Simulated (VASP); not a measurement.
A run of VASP 6.6.1:

The input INCAR:

```
PREC = Accurate
ENCUT = 600
EDIFF = 1E-6
ISMEAR = 0
SIGMA = 0.1
LREAL = False
LASPH = True
NELM = 60
ALGO = Fast
ISIF = 4
LWAVE = False
LCHARG = False
GGA = PE
IBRION = 2
NSW = 50
EDIFFG = -0.01
```

KPOINTS

```
regular mesh
0
Gamma
  18 18 18
```

POSCAR

```
CoPtO2
1.0
    1.4415285241      0.8322668814      6.0201091333
   -1.4415285241      0.8322668814      6.0201091333
    0.0000000000     -1.6645337629      6.0201091333
Co Pt O
1 1 2
Direct
    0.5000000000      0.5000000000      0.5000000000
    0.0000000000      0.0000000000      0.0000000000
    0.8876528271      0.8876528271      0.8876528271
    0.1123471729      0.1123471729      0.1123471729
```

Potentials or basis: VASP PAW PBE potentials, release 64 (Co, Pt, O).

The run is started by

```sh
$ cat potpaw_PBE.64/Co/POTCAR potpaw_PBE.64/Pt/POTCAR potpaw_PBE.64/O/POTCAR > POTCAR
$ mpirun -np 1 vasp_std > vasp.out
```

Hardware: 1 thread of Oxide Virtual Turin-like Processor, on a shared host.

Task: Estimate the wall time of this run.

Result: Run time: 2.4 h on 1 thread of Oxide Virtual Turin-like Processor, on a shared host, peak memory 0.89 GiB. Counts: scf iterations 36, k points 580, ion steps 4.
